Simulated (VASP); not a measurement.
Write the native input for VASP 6.6.1 that does the following.

```
Task                   : electric field gradients
Functional             : LDA
Potentials or basis    : VASP PAW LDA potentials, release 64 (Ta_pv, N)
Cutoff                 : 520 eV
k mesh                 : 9 × 9 × 5
Occupations            : fermi-dirac, width 0.03 eV
Spin                   : no spin polarisation
Dipole correction      : no
Further INCAR settings : ALGO = Normal; EDIFF = 1e-08; NBANDS = 24
```

The structure of TaN lies in POSCAR:

```
TaN
1.0
    3.0500010905      0.0000000000      0.0000000000
   -1.5250005453      2.6413784260      0.0000000000
    0.0000000000      0.0000000000      4.8412000000
Ta N
2 2
Direct
    0.3333333333      0.6666666667      0.0000000000
    0.6666666667      0.3333333333      0.5000000000
    0.3333333333      0.6666666667      0.3850000000
    0.6666666667      0.3333333333      0.8850000000
```

This cell differs from its parent crystal: zz strain of -2 %.

The input as run:

INCAR

```
PREC     = Accurate       # precision mode
ENCUT    = 520            # plane-wave cutoff, eV
EDIFF    = 1E-8           # SCF threshold, eV
ISMEAR   = -1             # smearing method
SIGMA    = 0.03           # smearing width, eV
LREAL    = False          # projectors in reciprocal space
LASPH    = True           # aspherical terms in the spheres
NELM     = 80             # most SCF steps
ALGO     = Normal         # electronic algorithm
ISIF     = 2              # what is computed and relaxed
LWAVE    = False          # write WAVECAR
LCHARG   = False          # write CHGCAR
GGA      = CA             # functional
LEFG     = True         
NBANDS   = 24             # bands
```

KPOINTS

```
regular mesh
0
Gamma
  9 9 5
```

Potentials or basis: VASP PAW LDA potentials, release 64 (Ta_pv, N).

Command:

```sh
$ cat potpaw_LDA.64/Ta_pv/POTCAR potpaw_LDA.64/N/POTCAR > POTCAR
$ mpirun -np 1 vasp_std > vasp.out
```

Results of the run:

```json
{"Pressure": "136.0 GPa", "Largest force": "1.190 eV/Å", "Band gap on the k mesh": "zero (band 16 reaches 10.37 eV, above the bottom of band 17 at 8.20 eV)"}
```

Caveat: the cell differs from its parent crystal (zz strain of -2 %); without QUAD_EFG the Cq values of the log hold for a quadrupole moment of 1 mb, not for the nuclei; spin-orbit coupling is left out, which moves the levels of the heavy elements; forces of over 1 eV/Å act on the atoms, so gaps and moduli don't describe the material at rest.

Wall time 27 s on 1 thread of Intel(R) Xeon(R) Platinum 8488C (Sapphire Rapids), on a shared host, peak memory 0.15 GiB.
